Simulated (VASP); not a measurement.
Wanted: the native input for a VASP 6.6.1 run.

| Item | Value |
| --- | --- |
| Task | single point |
| Functional | PBEsol |
| Potentials or basis | VASP PAW PBE potentials, release 64 (Ta_pv, N) |
| Cutoff | 520 eV |
| k mesh | 7 × 7 × 4 |
| Occupations | gaussian, width 0.05 eV |
| Spin | collinear spin, zero start |
| Starting moments | [0.0, 0.0, 0.0, 0.0] μB |
| Hubbard terms | Ta d U = 4.0 eV |
| Dipole correction | no |
| Further INCAR settings | ALGO = Normal; EDIFF = 1e-06; NBANDS = 28 |

The structure of TaN lies in POSCAR:

```
TaN
1.0
    3.0480018400      0.0000000000      0.0000000000
   -1.5240009200      2.6396470300      0.0000000000
    0.0000000000      0.0000000000      4.9179997800
Ta N
2 2
Direct
    0.0000000000      0.0000000000      0.0000000000
    0.0000000000      0.0000000000      0.5000000000
    0.3333333333      0.6666666667      0.2500000000
    0.6666666667      0.3333333333      0.7500000000
```

The input as run:

INCAR

```
  ALGO = Normal
  EDIFF = 1E-6
  ENCUT = 520
  GGA = PS
  ISIF = 2
  ISMEAR = 0
  ISPIN = 2
  LASPH = T
  LCHARG = F
  LDAU = T
  LDAUJ = 0 0
  LDAUL = 2 -1
  LDAUPRINT = 1
  LDAUTYPE = 2
  LDAUU = 4 0
  LMAXMIX = 4
  LORBIT = 11
  LREAL = F
  LWAVE = F
  MAGMOM = 0 0 0 0
  NBANDS = 28
  NELM = 150
  PREC = Accurate
  SIGMA = 0.05
```

KPOINTS

```
k-points
0
Gamma
  7 7 4
```

Potentials or basis: VASP PAW PBE potentials, release 64 (Ta_pv, N).

The run is started by

```bash
$ cat potpaw_PBE.64/Ta_pv/POTCAR potpaw_PBE.64/N/POTCAR > POTCAR
$ mpirun -np 1 vasp_std > vasp.out
```

Results of the run:

- Pressure: 64.7 GPa
- Band gap on the k mesh: zero (filled and empty bands overlap)
- Net moment: 0.00 μB per cell
- Valence electrons inside the program's atomic spheres: Ta 9.26; N 3.83

Caveat: the cell stands under pressure; the PAW data sets were made with another functional, which shifts forces and pressure a little; spin-orbit coupling is left out, which moves the levels of the heavy elements.

Wall time 66 s on 1 thread of Intel Xeon 8259CL, on a shared host, peak memory 0.2 GiB.
